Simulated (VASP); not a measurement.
**HCl: single point with PBE+D3(BJ)**

HCl:

```
Cl H
1.0
     8.49019    0.00000    0.00000
     0.00000    8.49019    0.00000
     0.00000    0.00000    8.49019
Cl H
12 12
Direct
  0.53550 0.99613 0.01053
  0.27847 0.52954 0.34699
  0.13980 0.21869 0.65750
  0.17134 0.06523 0.27054
  0.72013 0.69410 0.85377
  0.21061 0.78557 0.97061
  0.86844 0.23475 0.01324
  0.73861 0.49490 0.27522
  0.74005 0.14704 0.48927
  0.41768 0.39522 0.97100
  0.98610 0.71386 0.54349
  0.43804 0.88176 0.58435
  0.42226 0.89406 0.99101
  0.26010 0.42577 0.23532
  0.98985 0.20379 0.61745
  0.16379 0.14008 0.40493
  0.77568 0.56724 0.78630
  0.24493 0.84819 0.83809
  0.96817 0.25597 0.90417
  0.61684 0.50465 0.18872
  0.73869 0.28591 0.42877
  0.48919 0.26150 0.99457
  0.10710 0.69737 0.45074
  0.53398 0.82283 0.69321
```

```
Program                : VASP 6.6.1
Task                   : single point
Functional             : PBE
Dispersion             : D3(BJ)
Potentials or basis    : VASP PAW PBE potentials, release 64 (Cl, H_h)
Cutoff                 : 1000 eV
k mesh                 : 1 × 1 × 1
Occupations            : fermi-dirac, width 0.02 eV
Spin                   : no spin polarisation
Dipole correction      : no
Further INCAR settings : LREAL = Auto; ALGO = Normal; EDIFF = 1e-06; NBANDS = 66
```

* Pressure: 0.3 GPa
* Largest force: 0.826 eV/Å
* Dispersion energy per atom: -0.061 eV

Forces on the atoms (eV/Å):
```
Cl   0.576  0.154  0.051
Cl   0.313 -0.332 -0.247
Cl  -0.642  0.038  0.017
Cl   0.038  0.169  0.206
Cl   0.259 -0.429 -0.169
Cl  -0.265 -0.335  0.295
Cl  -0.374 -0.094  0.338
Cl   0.524  0.339  0.472
Cl   0.217 -0.382  0.375
Cl   0.071  0.030  0.018
Cl   0.091  0.174  0.013
Cl   0.304 -0.385  0.664
H   -0.188  0.071  0.249
H   -0.018  0.221  0.150
H    0.398 -0.056  0.015
H    0.058 -0.199 -0.202
H   -0.254  0.438  0.204
H   -0.073  0.111 -0.644
H    0.524  0.013 -0.519
H   -0.586 -0.079 -0.390
H   -0.090  0.391 -0.301
H   -0.190 -0.058 -0.068
H   -0.318 -0.025  0.109
H   -0.378  0.227 -0.637
```

Stress tensor (GPa, compression positive):
```
 0.34  0.11 -0.29
 0.11  0.17 -0.01
-0.29 -0.01  0.30
```

Levels at points of the mesh, in eV from the Fermi level:
```tsv
k point	band 46	band 47	band 48	band 49	band 50	band 51
(0.00, 0.00, 0.00)	-0.63	-0.56	-0.51	4.83	5.93	6.03
```

Run time: 3.6 min on 1 thread of Intel(R) Xeon(R) Platinum 8175M CPU @ 2.50GHz (Skylake/Cascade Lake) (shared host), peak memory 1.2 GiB.

Caveat: the k points lie up to 0.74 Å⁻¹ apart.
